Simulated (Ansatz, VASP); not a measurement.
## Ge: VASP beside Ansatz

Contents of INCAR:

```
SYSTEM = Ge
ALGO = Normal ; EDIFF = 1E-6
ENCUT = 520 ; GGA = CA
ISIF = 2 ; ISMEAR = 0
LASPH = .TRUE. ; LCHARG = .FALSE.
LREAL = .FALSE. ; LWAVE = .FALSE.
NBANDS = 21 ; NELM = 60
PREC = Accurate ; SIGMA = 0.15
```

File KPOINTS:

```
k-points
0
G
  14 14 14
  0 0 0
```

File POSCAR:

```
Ge
1.0
   -0.1124364614      2.8109115346      2.8482966580
    2.8109115346     -0.1124364614      2.8482966580
    2.6984750732      2.6984750732      0.0000000000
Ge
2
Direct
    0.5000000000      0.5000000000      0.5000000000
    0.7500000000      0.7500000000      0.7500000000
```

Input for Ansatz:

```yaml
crystal:
  lattice:
    - [-0.1124364614, 2.8109115346, 2.848296658]
    - [2.8109115346, -0.1124364614, 2.848296658]
    - [2.6984750732, 2.6984750732, 0.0]
  atoms:
    - { symbol: Ge, position: [0.5, 0.5, 0.5] }
    - { symbol: Ge, position: [0.75, 0.75, 0.75] }
basis:
  ecutwfc: 420
kpoints:
  mp_grid: { grid: [14, 14, 14] }
hamiltonian:
  xc: lda
scf:
  occupations: { method: gaussian, width: 0.15 }
output:
  forces: true
  stress: true
  eigenvalues: true
```

Change from the starting cell: engineering shear strain xy -0.0800, normal strain along z +0.0133.

Alike in both runs: task single point; functional LDA; k mesh 14 × 14 × 14; occupations gaussian, width 0.15 eV; no spin polarisation.

|  | VASP | Ansatz |
| --- | --- | --- |
| version | VASP 6.6.1 | Ansatz 0.2.0 |
| potentials or method | VASP PAW LDA potentials, release 64 (Ge_d), cutoff 520 eV | scalar-relativistic, plane waves, PAW |
| valence electrons in the cell | 28 | 28 |

```csv
,VASP,Ansatz,Ansatz less VASP
gap on the k mesh at the Fermi level (eV),none,none,-
pressure (GPa),-0.1,-0.2,-0.09
"traceless stress, the component that is largest in VASP (GPa)",6.69,6.64,-0.047
rms of the force components (eV/Å),0.391,0.386,-0.0050
```

LDA's correlation is that of Perdew and Zunger in VASP and of Perdew and Wang (1992) in Ansatz. Atom by atom the forces differ by 0.005 eV/Å (rms over components). A gap of «none» marks a metal or a gap that the smearing closes.
